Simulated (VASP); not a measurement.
Wanted: the native input for a VASP 6.6.1 run.

| Item | Value |
| --- | --- |
| Task | single point |
| Functional | LDA |
| Potentials or basis | VASP PAW LDA potentials, release 64 (Pt, Al) |
| Cutoff | 520 eV |
| k mesh | 6 × 6 × 6 |
| Occupations | fermi-dirac, width 0.05 eV |
| Spin | no spin polarisation |
| Dipole correction | no |
| Further INCAR settings | ALGO = Normal; EDIFF = 1e-06; NBANDS = 15 |

The structure of Al2Pt lies in POSCAR:

```
Al2Pt
1.0
    0.0000000000      2.9550000000      2.9550000000
    2.9550000000      0.0000000000      2.9550000000
    2.9550000000      2.9550000000      0.0000000000
Pt Al
1 2
Direct
    0.0117280000     -0.0150500000     -0.0056400000
    0.7540240000      0.7533590000      0.7435730000
    0.2510320000      0.2488130000      0.2564700000
```

The input as run:

INCAR

```
SYSTEM = Al2Pt
PREC = Accurate
ENCUT = 520
EDIFF = 1E-6
ISMEAR = -1
SIGMA = 0.05
LREAL = .False.
LASPH = .True.
NELM = 100
ALGO = Normal
ISIF = 2
LWAVE = .False.
LCHARG = .False.
GGA = CA
NBANDS = 15
```

KPOINTS

```
Automatic mesh
0
Gamma
  6 6 6
  0 0 0
```

Potentials or basis: VASP PAW LDA potentials, release 64 (Pt, Al).

Launch:

```sh
$ cat potpaw_LDA.64/Pt/POTCAR potpaw_LDA.64/Al/POTCAR > POTCAR
$ mpirun -np 1 vasp_std > vasp.out
```

It gave:

```yaml
Pressure: -3.4 GPa
Largest_force: 0.543 eV/Å
Band_gap_on_the_k_mesh: zero (bands 8 and 9 overlap by 5.34 eV)
```

Caveat: the cell stands under tension; spin-orbit coupling is left out, which moves the levels of the heavy elements.

Wall time 59 s on 1 thread of Intel(R) Xeon(R) 6975P-C (Granite Rapids) (shared host), peak memory 0.21 GiB.
